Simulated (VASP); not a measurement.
**Sn: single point with PBE**

Crystal: Sn.

```
Sn
1.0
    -1.68001    1.68001    1.68001
     1.68001   -1.68001    1.68001
     1.68001    1.68001   -1.68001
Sn
1
Direct
  0.00000 0.00000 0.00000
```

```yaml
Program: VASP 6.6.1
Task: single point
Functional: PBE
Potentials_or_basis: VASP PAW PBE potentials, release 64 (Sn_d)
Cutoff: 520 eV
k_mesh: 16 × 16 × 16
Occupations: fermi-dirac, width 0.05 eV
Spin: no spin polarisation
Dipole_correction: no
Further_INCAR_settings: ALGO = Normal; EDIFF = 1e-07; NBANDS = 13
```

* Pressure: 44.0 GPa
* Band gap on the k mesh: zero (band 7 reaches 25.29 eV, above the bottom of band 8 at 9.61 eV)

Levels at points of the mesh, in eV from the Fermi level:
```csv
k point,band 5,band 6,band 7,band 8,band 9,band 10
"(0.00, 0.00, 0.00)",-21.65,-14.25,11.99,11.99,11.99,12.62
"(0.50, 0.00, 0.00)",-21.41,-6.88,-6.59,4.99,6.49,9.74
"(0.50, 0.50, 0.50)",-21.47,-0.99,-0.99,-0.99,0.14,3.80
```

Run time: 19 s on 1 thread of AMD EPYC 9R45 96-Core Processor (Zen 5), with other jobs on the host, peak memory 0.13 GiB.

Caveat: spin-orbit coupling is left out, which moves the levels of the heavy elements.
